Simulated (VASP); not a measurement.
# AlIn2N3 (Cmc2_1) in VASP: further runs, part 2 of 2

VASP 6.6.1. Earlier steps stand in the parts before.

**3. Single point, PBE**

This run uses another cell than the first one, of 12.25 Å³/atom, 0.997 times its volume.

Contents of INCAR:

```
PREC = Accurate
ENCUT = 520
EDIFF = 1E-6
ISMEAR = 0
SIGMA = 0.02
LREAL = F
LASPH = T
NELM = 80
ALGO = Normal
ISIF = 2
LWAVE = F
LCHARG = T
GGA = PE
LELF = T
LVHAR = T
NBANDS = 56
```

Contents of KPOINTS:

```
regular mesh
0
Gamma
  6 6 6
```

Contents of POSCAR:

```
AlIn2N3
1.0
    4.9397677211     -2.8378568026      0.0000000000
    4.9397677211      2.8378568026      0.0000000000
    0.0000000000      0.0000000000      5.2449251770
Al In N
2 4 6
Direct
    0.3390420229      0.6609579771      0.9887318431
    0.6609579771      0.3390420229      0.4887318431
    0.9845692070      0.3381095648      0.9859875183
    0.6618904352      0.0154307930      0.9859875183
    0.0154307930      0.6618904352      0.4859875183
    0.3381095648      0.9845692070      0.4859875183
    0.9716715161      0.3307109980      0.3874957312
    0.6692890020      0.0283284839      0.3874957312
    0.0283284839      0.6692890020      0.8874957312
    0.3307109980      0.9716715161      0.8874957312
    0.3711875468      0.6288124532      0.3363016579
    0.6288124532      0.3711875468      0.8363016579
```

Potentials or basis: VASP PAW PBE potentials, release 64 (Al, In_d, N).

On the command line:

```console
$ cat potpaw_PBE.64/Al/POTCAR potpaw_PBE.64/In_d/POTCAR potpaw_PBE.64/N/POTCAR > POTCAR
$ mpirun -np 1 vasp_std > vasp.out
```

OUTCAR:

```text
PREC = Accurate
   ENCUT = 520
   EDIFF = 1E-6
   ISMEAR = 0
   LREAL = F
   LASPH = T
   NELM = 80
   ISIF = 2
   GGA = PE

 ion  position               nearest neighbor table
   1  0.339  0.661  0.989-   9 1.83  10 1.83  12 1.83  11 1.83   3 3.18   4 3.18   6 3.19   5 3.19
                             2 3.20   2 3.20   6 3.22   5 3.22   3 3.33   4 3.33   4 3.35   3 3.35
   2  0.661  0.339  0.489-   7 1.83   8 1.83  11 1.83  12 1.83   6 3.18   5 3.18   4 3.19   3 3.19
                             1 3.20   1 3.20   4 3.22   3 3.22   5 3.33   6 3.33   6 3.35   5 3.35
   3  0.985  0.338  0.986-   9 2.09  10 2.09  12 2.09   7 2.11   1 3.18   4 3.19   2 3.19   2 3.22
                             5 3.26   5 3.26   6 3.30   6 3.30   1 3.33   4 3.34   4 3.34   1 3.35
   4  0.662  0.015  0.986-  10 2.09   9 2.09  12 2.09   8 2.11   1 3.18   3 3.19   2 3.19   2 3.22
                             6 3.26   6 3.26   5 3.30   5 3.30   1 3.33   3 3.34   3 3.34   1 3.35
   5  0.015  0.662  0.486-   7 2.09   8 2.09  11 2.09   9 2.11   2 3.18   6 3.19   1 3.19   1 3.22
                             3 3.26   3 3.26   4 3.30   4 3.30   2 3.33   6 3.34   6 3.34   2 3.35
[... 1639 lines left out ...]
 [... further k-points ...]

------------------------ aborting loop because EDIFF is reached ----------------------------------------

  FORCE on cell =-STRESS in cart. coord.  units (eV):
  Direction    XX          YY          ZZ          XY          YZ          ZX
  --------------------------------------------------------------------------------------
  -------------------------------------------------------------------------------------
  Total       23.0914331     23.0903949     23.0878103      0.0000000      0.0000000      0.0000000
  in kB      251.5910408    251.5797291    251.5515686      0.0000000      0.0000000      0.0000000
  external PRESSURE =     251.5741128 kB  Pullay stress =       0.0000000 kB

 VOLUME and BASIS-vectors are now :
 -----------------------------------------------------------------------------
  energy-cutoff  :      520.00
  volume of cell :      147.05
      direct lattice vectors                 reciprocal lattice vectors
     4.939767721 -2.837856803  0.000000000     0.101219334 -0.176189299  0.000000000
     4.939767721  2.837856803  0.000000000     0.101219334  0.176189299  0.000000000
     0.000000000  0.000000000  5.244925177     0.000000000  0.000000000  0.190660489

 POSITION                                       TOTAL-FORCE (eV/Angst)
 -----------------------------------------------------------------------------------
      4.93977      0.91355      5.18582         0.000000      0.002165     -0.001344
      4.93977     -0.91355      2.56336         0.000000     -0.002165     -0.001344
      6.53373     -1.83456      5.17143         0.000494      0.000200     -0.004304
      3.34581     -1.83456      5.17143        -0.000494      0.000200     -0.004304
      3.34581      1.83456      2.54897        -0.000494     -0.000200     -0.004304
      6.53373      1.83456      2.54897         0.000494     -0.000200     -0.004304
      6.43347     -1.81895      2.03239        -0.025202      0.015722      0.013710
      3.44607     -1.81895      2.03239         0.025202      0.015722      0.013710
      3.44607      1.81895      4.65485         0.025202     -0.015722      0.013710
      6.43347      1.81895      4.65485        -0.025202     -0.015722      0.013710
      4.93977      0.73110      1.76388         0.000000     -0.025715     -0.017468
      4.93977     -0.73110      4.38634         0.000000      0.025715     -0.017468
 -----------------------------------------------------------------------------------
    total drift:                                0.000001      0.000000      0.000455

  FREE ENERGIE OF THE ION-ELECTRON SYSTEM (eV)
  ---------------------------------------------------
  free  energy   TOTEN  =       -70.9559262419 eV

  energy  without entropy=      -70.9559262419  energy(sigma->0) =      -70.95592624
```

It took 12 min on 1 thread of Intel Xeon Platinum 8375C at 2.90GHz (Ice Lake), shared host; peak memory 0.46 GiB.

Results:

```yaml
Free_energy: -70.9559 eV
Pressure: 25.2 GPa
Largest_force: 0.033 eV/Å
Band_gap_on_the_k_mesh: 1.44 eV, direct
```

Forces on the atoms (eV/Å):
```
Al   0.000  0.002 -0.001
Al   0.000 -0.002 -0.001
In   0.000  0.000 -0.004
In   0.000  0.000 -0.004
In   0.000  0.000 -0.004
In   0.000  0.000 -0.004
N   -0.025  0.016  0.014
N    0.025  0.016  0.014
N    0.025 -0.016  0.014
N   -0.025 -0.016  0.014
N    0.000 -0.026 -0.017
N    0.000  0.026 -0.017
```

Caveat: spin-orbit coupling is left out, which moves the levels of the heavy elements.

**4. Single point, PBE (volume scaled by 0.94, then relaxed in part)**

Contents of INCAR:

```
  PREC = Accurate
  ENCUT = 520
  EDIFF = 1E-6
  ISMEAR = 0
  SIGMA = 0.02
  LREAL = F
  LASPH = T
  NELM = 100
  ALGO = Normal
  ISIF = 2
  LWAVE = F
  LCHARG = T
  GGA = PE
  LELF = T
  LVHAR = T
  NBANDS = 56
```

KPOINTS is that of step 3.

Contents of POSCAR:

```
AlIn2N3
1.0
    5.0465744545     -2.9019212723      0.0000000000
    5.0465744545      2.9019212723      0.0000000000
    0.0000000000      0.0000000000      5.3793916325
Al In N
2 4 6
Direct
    0.3404179233      0.6595820767      0.9891299396
    0.6595820767      0.3404179233      0.4891299396
    0.9869664451      0.3364138949      0.9866692079
    0.6635861051      0.0130335549      0.9866692079
    0.0130335549      0.6635861051      0.4866692079
    0.3364138949      0.9869664451      0.4866692079
    0.9701090411      0.3321550478      0.3861895455
    0.6678449522      0.0298909589      0.3861895455
    0.0298909589      0.6678449522      0.8861895455
    0.3321550478      0.9701090411      0.8861895455
    0.3692460597      0.6307539403      0.3371525536
    0.6307539403      0.3692460597      0.8371525536
```

On the command line:

```console
$ cat potpaw_PBE.64/Al/POTCAR potpaw_PBE.64/In_d/POTCAR potpaw_PBE.64/N/POTCAR > POTCAR
$ mpirun -np 1 vasp_std > vasp.out
```

Run time: 7.1 min. Hardware: 1 thread of AMD EPYC 7R13 (Zen 3), shared host; peak memory 0.49 GiB.

It converged, with:

```yaml
Free_energy: -72.0981 eV
Pressure: 10.3 GPa
Largest_force: 0.039 eV/Å
Band_gap_on_the_k_mesh: 1.15 eV, direct
```

Forces in eV/Å, atoms in the order of the input:
```
Al   0.000  0.000  0.004
Al   0.000  0.000  0.004
In  -0.001 -0.001 -0.004
In   0.001 -0.001 -0.004
In   0.001  0.001 -0.004
In  -0.001  0.001 -0.004
N   -0.028  0.018  0.015
N    0.028  0.018  0.015
N    0.028 -0.018  0.015
N   -0.028 -0.018  0.015
N    0.000 -0.029 -0.026
N    0.000  0.029 -0.026
```

Levels at points of the mesh, in eV from the valence-band top:
```tsv
k point	band 42	band 43	band 44	band 45	band 46	band 47
(0.00, 0.00, 0.00)	-0.06	-0.02	0.00	1.15	3.76	5.07
(0.50, 0.00, 0.00)	-0.67	-0.66	-0.44	3.81	3.87	4.96
(0.50, 0.50, 0.00)	-0.77	-0.53	-0.40	3.80	3.92	4.55
(0.00, 0.00, 0.50)	-0.34	-0.24	-0.24	3.44	3.44	6.20
(0.50, 0.00, 0.50)	-1.01	-0.94	-0.94	4.16	4.16	4.68
(0.50, 0.50, 0.50)	-1.05	-0.75	-0.75	4.20	4.20	4.77
```

Caveat: the cell differs from its parent crystal (volume scaled by 0.94, then relaxed in part); spin-orbit coupling is left out, which moves the levels of the heavy elements.

**5. Overview**

```tsv
cell	gap on the mesh (eV)	pressure (GPa)	largest force (eV/Å)
a = 5.703, b = 5.703, c = 5.250 Å, angles 90.0, 90.0, 59.7°, 12 atoms	1.43	24.4	0.03
a = 5.697, b = 5.697, c = 5.245 Å, angles 90.0, 90.0, 59.8°, 12 atoms	1.44	25.2	0.03
a = 5.821, b = 5.821, c = 5.379 Å, angles 90.0, 90.0, 59.8°, 12 atoms	1.15	10.3	0.04
```

Alike in all rows: task single point; level PBE; potentials or basis VASP PAW PBE potentials, release 64 (Al, In_d, N); no spin polarisation; k mesh 6 × 6 × 6; cutoff (eV) 520; smearing gaussian 0.02 eV.

Caveats: spin-orbit coupling is left out, which moves the levels of the heavy elements.

Total energies depend on the potentials used, so only differences within one code and one set of settings carry meaning.
